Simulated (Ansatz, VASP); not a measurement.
# SrAl2O2 in VASP and in Ansatz

File INCAR:

```
SYSTEM = SrAl2O2
PREC     = Accurate       ! precision mode
ENCUT    = 600            ! plane-wave cutoff, eV
EDIFF    = 1E-6           ! SCF threshold, eV
ISMEAR   = 0              ! smearing method
SIGMA    = 0.1            ! smearing width, eV
LREAL    = .FALSE.        ! projectors in reciprocal space
LASPH    = .TRUE.         ! aspherical terms in the spheres
NELM     = 60             ! most SCF steps
ALGO     = Normal         ! electronic algorithm
ISIF     = 3              ! what is computed and relaxed
LWAVE    = .FALSE.        ! write WAVECAR
LCHARG   = .FALSE.        ! write CHGCAR
GGA      = PE             ! functional
IBRION   = 2              ! ionic algorithm
NSW      = 90             ! ionic steps
EDIFFG   = -0.04          ! ionic threshold
```

The input KPOINTS:

```
regular mesh
0
G
  4 4 4
  0 0 0
```

The input POSCAR:

```
SrAl2O2
1.0
    4.8918363900      0.0000000000      0.0000000000
    0.0000000000      4.8918363900      0.0000000000
    0.0000000000      0.0000000000      3.7593392100
Sr Al O
1 2 2
Direct
    0.0000000000      0.0000000000      0.0000000000
    0.0000000000      0.5000000000      0.5000000000
    0.5000000000      0.0000000000      0.5000000000
    0.0000000000      0.0000000000      0.5000000000
    0.5000000000      0.5000000000      0.0000000000
```

Input for Ansatz:

```yaml
crystal:
  lattice:
    - [4.89183639, 0.0, 0.0]
    - [0.0, 4.89183639, 0.0]
    - [0.0, 0.0, 3.75933921]
  atoms:
    - { symbol: Sr, position: [0.0, 0.0, 0.0] }
    - { symbol: Al, position: [0.0, 0.5, 0.5] }
    - { symbol: Al, position: [0.5, 0.0, 0.5] }
    - { symbol: O, position: [0.0, 0.0, 0.5] }
    - { symbol: O, position: [0.5, 0.5, 0.0] }
basis:
  ecutwfc: 420
kpoints:
  mp_grid: { grid: [4, 4, 4] }
hamiltonian:
  xc: pbe
scf:
  occupations: { method: gaussian, width: 0.1 }
  lower_state_search: "off"
output:
  forces: true
  stress: true
  eigenvalues: true
relax:
  adjacent_minimum: "off"
  f_tol: 0.04
  max_steps: 70
  cell: { stress_tol: 0.4 }
```

Alike in both runs: task relaxation of cell and atoms; functional PBE; k mesh 4 × 4 × 4; occupations gaussian, width 0.1 eV; no spin polarisation.

|  | VASP | Ansatz |
| --- | --- | --- |
| version | VASP 6.6.1 | Ansatz 0.2.0 |
| potentials or method | VASP PAW PBE potentials, release 64 (Sr_sv, Al, O), cutoff 600 eV | scalar-relativistic, plane waves, PAW |
| valence electrons in the cell | 28 | 28 |

|  | VASP | Ansatz | Ansatz less VASP |
| --- | --- | --- | --- |
| gap on the k mesh at the Fermi level, each at its own relaxed structure (eV) | none | none | - |
| relaxed volume (Å³/atom) | 17.03 | 20.59 | +3.559 |
| relaxed cell length with the largest relative difference (Å) | 5.477 | 7.270 | +1.7925 |

A gap of «none» marks a metal or a gap that the smearing closes. One of these differences is far larger than is usual between the two programs; its cause wasn't traced.

The k mesh is coarse, so the values compare programs but aren't converged.
